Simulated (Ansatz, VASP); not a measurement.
**Si3N4: VASP beside Ansatz**

```
CELL_PARAMETERS angstrom
0.00000 3.90341 3.90341
3.90341 0.00000 3.90341
3.90341 3.90341 0.00000
ATOMIC_POSITIONS crystal
Si 0.12500 0.12500 0.62500
Si 0.12500 0.62500 0.12500
Si 0.62500 0.12500 0.12500
Si 0.12500 0.12500 0.12500
Si 0.75000 0.75000 0.75000
Si 0.50000 0.50000 0.50000
N 0.36740 0.36740 0.36740
N 0.35219 0.88260 0.88260
N 0.88260 0.88260 0.35219
N 0.88260 0.35219 0.88260
N 0.36740 0.36740 0.89781
N 0.36740 0.89781 0.36740
N 0.88260 0.88260 0.88260
N 0.89781 0.36740 0.36740
```

Alike in both runs: functional r2SCAN; k mesh 6 × 6 × 6; occupations gaussian, width 0.02 eV; no spin polarisation.

Ansatz relaxed the structure, and its values are those at the end. VASP's run is a single point on that final structure, the one shown.

|  | VASP | Ansatz |
| --- | --- | --- |
| version | VASP 6.6.1 | Ansatz 0.2.0 |
| potentials or method | VASP PAW PBE potentials, release 64 (Si, N), cutoff 520 eV | scalar-relativistic, plane waves, PAW |
| valence electrons in the cell | 64 | 64 |

|  | VASP | Ansatz | Ansatz less VASP |
| --- | --- | --- | --- |
| gap on the k mesh at the Fermi level (eV) | 3.90 | 3.90 | +0.003 |
| least direct gap on the mesh (eV) | 3.93 | 3.93 | +0.002 |
| pressure (GPa) | -8.8 | -8.9 | -0.12 |
| rms of the force components (eV/Å) | 0.009 | 0.000 | -0.0086 |

VASP's potentials were made for PBE, not for r2SCAN. Ansatz's warnings: stress scf threshold loose.
